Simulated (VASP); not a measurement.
Here is a VASP 6.6.1 calculation.

The input POSCAR:

```
MgO
1.0
    0.0000000000      1.9840261827      2.1861978207
    1.9840261827      0.0000000000      2.1861978207
    1.9840261827      1.9840261827      0.0000000000
Mg O
1 1
Direct
    0.0000000000      0.0000000000      0.0000000000
    0.5000000000      0.5000000000      0.5000000000
```

The input INCAR.step1:

```
SYSTEM = MgO
PREC = Accurate ; ENCUT = 920
ISMEAR = 0 ; SIGMA = 0.01
LREAL = .FALSE. ; LASPH = .TRUE.
NELM = 120 ; NBANDS = 15
GGA = PE ; ALGO = Normal
EDIFF = 1E-5 ; LWAVE = .TRUE.
LCHARG = .FALSE. ; GGA_COMPAT = .FALSE.
```

Contents of INCAR.step2:

```
SYSTEM = MgO
PREC = Accurate ; ENCUT = 920
EDIFF = 1E-6 ; ISMEAR = 0
SIGMA = 0.01 ; LREAL = .FALSE.
LASPH = .TRUE. ; NELM = 120
ALGO = Normal ; ISIF = 2
LWAVE = .FALSE. ; LCHARG = .FALSE.
METAGGA = R2SCAN ; LMIXTAU = .TRUE.
NBANDS = 15 ; ISTART = 1
GGA_COMPAT = .FALSE.
```

File KPOINTS:

```
Automatic mesh
0
G
  10 10 10
  0 0 0
```

Potentials or basis: VASP PAW PBE potentials, release 64 (Mg_sv, O).

Command:

```bash
$ cat potpaw_PBE.64/Mg_sv/POTCAR potpaw_PBE.64/O/POTCAR > POTCAR
$ cp INCAR.step1 INCAR
$ mpirun -np 1 vasp_std > vasp.out
$ cp INCAR.step2 INCAR
$ mpirun -np 1 vasp_std > vasp.out
```

Question: Estimate the band gap on the k mesh.

Answer: 6.33 eV.

Question: What does it give for the pressure?

Answer: 19.5 GPa.

Stress tensor (GPa, compression positive):
```
28.94  0.00  0.00
 0.00 28.94  0.00
 0.00  0.00  0.50
```

Caveat: the cell differs from its parent crystal (epitaxial xy strain -5.6%); the stress differs along the axes, from 0 to 29 GPa; the PAW data sets were made with another functional, which shifts forces and pressure a little.
